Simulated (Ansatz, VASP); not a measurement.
# Rh: VASP beside Ansatz

Contents of INCAR:

```
PREC     = Accurate       # precision mode
ENCUT    = 520            # plane-wave cutoff, eV
EDIFF    = 1E-6           # SCF threshold, eV
ISMEAR   = -1             # smearing method
SIGMA    = 0.08           # smearing width, eV
LREAL    = F              # projectors in reciprocal space
LASPH    = T              # aspherical terms in the spheres
NELM     = 60             # most SCF steps
ALGO     = Normal         # electronic algorithm
ISIF     = 2              # what is computed and relaxed
LWAVE    = F              # write WAVECAR
LCHARG   = T              # write CHGCAR
GGA      = PS             # functional
LELF     = T              # ELF
LVHAR    = T            
NBANDS   = 14             # bands
```

The input KPOINTS:

```
Automatic mesh
0
Gamma
  16 16 16
```

File POSCAR:

```
Rh
1.0
   -0.0190155000      1.8920422500      1.8920422500
    1.8920422500     -0.0190155000      1.8920422500
    1.8920422500      1.8920422500     -0.0190155000
Rh
1
Direct
    0.0000000000      0.0000000000      0.0000000000
```

Input for Ansatz:

```yaml
crystal:
  lattice:
    - [-0.0190155, 1.89204225, 1.89204225]
    - [1.89204225, -0.0190155, 1.89204225]
    - [1.89204225, 1.89204225, -0.0190155]
  atoms:
    - { symbol: Rh, position: [0.0, 0.0, 0.0] }
kpoints:
  mp_grid: { grid: [16, 16, 16] }
  band_path:
    path:
      - [0.0, 0.0, 0.0]
      - [0.5, 0.5, 0.5]
      - [0.2525443832, 0.5, 0.7474556168]
      - [-0.2525443832, 0.2525443832, 0.5]
      - [0.0, 0.0, 0.5]
      - [0.0, 0.0, 0.0]
      - [-0.3762721916, 0.0, 0.3762721916]
      - [0.0, 0.3762721916, 0.6237278084]
      - [0.0, 0.5, 0.5]
    npoints: 5
scf:
  occupations: { method: fermi_dirac, width: 0.08 }
hamiltonian:
  xc: pbesol
  pseudopotentials: { kind: all_electron, lapw: { basis_error: 0.001 } }
output:
  forces: true
  stress: true
  eigenvalues: true
```

Change from the starting cell: equal xy, yz and zx shear strains of -1 %.

Alike in both runs: task single point; functional PBEsol; k mesh 16 × 16 × 16; occupations fermi-dirac, width 0.08 eV; no spin polarisation.

|  | VASP | Ansatz |
| --- | --- | --- |
| version | VASP 6.6.1 | Ansatz 0.2.0 |
| potentials or method | VASP PAW PBE potentials, release 64 (Rh_pv), cutoff 520 eV | all-electron LAPW, scalar-relativistic |

Ansatz gave:

- pressure (GPa): -4.8
- traceless stress, the component that is largest in VASP (GPa): 1.97

Task: What did VASP give for the same quantities?

Result: Pressure (GPa): -4.9; traceless stress, the component that is largest in VASP (GPa): 1.97.

VASP's potentials were made for PBE, not for PBEsol. Ansatz ran all-electron here, and VASP with PAW potentials.
